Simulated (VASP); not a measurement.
**Fe: single point with PBEsol**

Crystal: Fe.

```
Fe
1.0
     2.41782    0.00000    0.00000
    -1.20891    2.09389    0.00000
     0.00000    0.00000    3.81615
Fe
2
Direct
  0.33333 0.66667 0.25000
  0.66667 0.33333 0.75000
```

This cell differs from its parent crystal: volume scaled by 0.98.

| Item | Value |
| --- | --- |
| Program | VASP 6.6.1 |
| Task | single point |
| Functional | PBEsol |
| Potentials or basis | VASP PAW PBE potentials, release 64 (Fe) |
| Cutoff | 520 eV |
| k mesh | 17 × 17 × 10 |
| Occupations | fermi-dirac, width 0.08 eV |
| Spin | no spin polarisation |
| Dipole correction | no |
| Further INCAR settings | ALGO = Normal; EDIFF = 1e-07; NBANDS = 15 |

* Pressure: 5.0 GPa
* Band gap on the k mesh: zero (band 8 reaches 8.27 eV, above the bottom of band 9 at 6.30 eV)

Stress tensor (GPa, compression positive):
```
4.69 0.00 0.00
0.00 4.69 0.00
0.00 0.00 5.75
```

Levels at points of the mesh, in eV from the Fermi level:
| k point | band 4 | band 5 | band 6 | band 7 | band 8 | band 9 | band 10 | band 11 | band 12 | band 13 |
| --- | --- | --- | --- | --- | --- | --- | --- | --- | --- | --- |
| (0.00, 0.00, 0.00) | -1.80 | -1.65 | -1.29 | -1.29 | -0.92 | -0.92 | 0.55 | 0.77 | 0.77 | 9.33 |
| (0.00, 0.00, 0.50) | -2.24 | -1.93 | -1.93 | -1.93 | -1.93 | 0.35 | 0.35 | 0.35 | 0.35 | 17.83 |

Run time: 34 s on 1 thread of AMD EPYC 9R14 (Zen 4) (shared host), peak memory 0.13 GiB.

Caveat: the PAW data sets were made with another functional, which shifts forces and pressure a little; the run has no spin polarisation, though such a crystal can be magnetic. Spin polarisation is off, so any magnetic state and its effect on volume and gap are missing.
